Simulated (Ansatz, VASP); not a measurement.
## One calculation of BaTiO3, two programs

POSCAR

```
BaTiO3
1.0
    2.8400536680     -1.6397057497     -2.3314328258
    0.0000000000      3.2794114995     -2.3314328258
    8.7567374745      5.0557047382      6.6058817687
Ba Ti O
3 3 9
Direct
    0.9206764948      0.9206764948      0.9188283674
    0.9762098281      0.9762098281      0.2521617007
    0.9484431615      0.9484431615      0.5854950341
    0.4762565986      0.4762565986      0.0899826165
    0.4484899320      0.4484899320      0.4233159498
    0.4207232653      0.4207232653      0.7566492831
    0.5034864508      0.0130803609      0.0811512176
    0.4757197841     -0.0146863058      0.4144845509
    0.4479531174     -0.0424529725      0.7478178843
    0.0130803609      0.5034864508      0.0811512176
   -0.0146863058      0.4757197841      0.4144845509
   -0.0424529725      0.4479531174      0.7478178843
    0.4898695083      0.4898695083      0.2446199142
    0.4621028417      0.4621028417      0.5779532476
    0.4343361750      0.4343361750      0.9112865809
```

Contents of INCAR.step1:

```
SYSTEM = BaTiO3
PREC     = Accurate       ! precision mode
ENCUT    = 520            ! plane-wave cutoff, eV
ISMEAR   = 0              ! smearing method
SIGMA    = 0.05           ! smearing width, eV
LREAL    = Auto         
LASPH    = .True.         ! aspherical terms in the spheres
NELM     = 80             ! most SCF steps
NBANDS   = 73             ! bands
GGA      = PE             ! functional
ALGO     = Normal         ! electronic algorithm
EDIFF    = 1E-4           ! SCF threshold, eV
LWAVE    = .True.         ! write WAVECAR
LCHARG   = .False.        ! write CHGCAR
```

Contents of INCAR.step2:

```
SYSTEM = BaTiO3
PREC     = Accurate       ! precision mode
ENCUT    = 520            ! plane-wave cutoff, eV
EDIFF    = 1E-7           ! SCF threshold, eV
ISMEAR   = 0              ! smearing method
SIGMA    = 0.05           ! smearing width, eV
LREAL    = Auto         
LASPH    = .True.         ! aspherical terms in the spheres
NELM     = 80             ! most SCF steps
ALGO     = Normal         ! electronic algorithm
ISIF     = 2              ! what is computed and relaxed
LWAVE    = .False.        ! write WAVECAR
LCHARG   = .False.        ! write CHGCAR
METAGGA  = R2SCAN         ! meta-GGA
LMIXTAU  = .True.       
NBANDS   = 73             ! bands
ISTART   = 1
```

File KPOINTS:

```
Automatic mesh
0
Gamma
  6 6 2
  0 0 0
```

Input for Ansatz:

```yaml
crystal:
  lattice:
    - [2.840053668, -1.6397057497, -2.3314328258]
    - [0.0, 3.2794114995, -2.3314328258]
    - [8.7567374745, 5.0557047382, 6.6058817687]
  atoms:
    - { symbol: Ba, position: [0.9206764948, 0.9206764948, 0.9188283674] }
    - { symbol: Ba, position: [0.9762098281, 0.9762098281, 0.2521617007] }
    - { symbol: Ba, position: [0.9484431615, 0.9484431615, 0.5854950341] }
    - { symbol: Ti, position: [0.4762565986, 0.4762565986, 0.0899826165] }
    - { symbol: Ti, position: [0.448489932, 0.448489932, 0.4233159498] }
    - { symbol: Ti, position: [0.4207232653, 0.4207232653, 0.7566492831] }
    - { symbol: O, position: [0.5034864508, 0.0130803609, 0.0811512176] }
    - { symbol: O, position: [0.4757197841, -0.0146863058, 0.4144845509] }
    - { symbol: O, position: [0.4479531174, -0.0424529725, 0.7478178843] }
    - { symbol: O, position: [0.0130803609, 0.5034864508, 0.0811512176] }
    - { symbol: O, position: [-0.0146863058, 0.4757197841, 0.4144845509] }
    - { symbol: O, position: [-0.0424529725, 0.4479531174, 0.7478178843] }
    - { symbol: O, position: [0.4898695083, 0.4898695083, 0.2446199142] }
    - { symbol: O, position: [0.4621028417, 0.4621028417, 0.5779532476] }
    - { symbol: O, position: [0.434336175, 0.434336175, 0.9112865809] }
basis:
  ecutwfc: 500
kpoints:
  mp_grid: { grid: [6, 6, 2] }
hamiltonian:
  xc: r2scan
scf:
  occupations: { method: gaussian, width: 0.05 }
output:
  forces: true
  stress: true
  eigenvalues: true
```

Alike in both runs: task single point; functional r2SCAN; k mesh 6 × 6 × 2; occupations gaussian, width 0.05 eV; no spin polarisation.

|  | VASP | Ansatz |
| --- | --- | --- |
| version | VASP 6.6.1 | Ansatz 0.2.0 |
| potentials or method | VASP PAW PBE potentials, release 64 (Ba_sv, Ti_sv, O), cutoff 520 eV | scalar-relativistic, plane waves, PAW |
| valence electrons in the cell | 120 | 120 |

Ansatz gave:

- gap on the k mesh at the Fermi level (eV): 2.72
- least direct gap on the mesh (eV): 3.09
- pressure (GPa): 0.7
- traceless stress, the component that is largest in VASP (GPa): 3.68
- rms of the force components (eV/Å): 0.366

Question: Which values does VASP return?

Answer: gap on the k mesh at the Fermi level (eV): 2.70; least direct gap on the mesh (eV): 3.12; pressure (GPa): 2.7; traceless stress, the component that is largest in VASP (GPa): 3.69; rms of the force components (eV/Å): 0.382.

VASP's potentials were made for PBE, not for r2SCAN. Atom by atom the forces differ by 0.067 eV/Å (rms over components). With one functional, cell and mesh, what is left measures potentials, basis and numerics.

Neither program's run includes spin-orbit coupling.
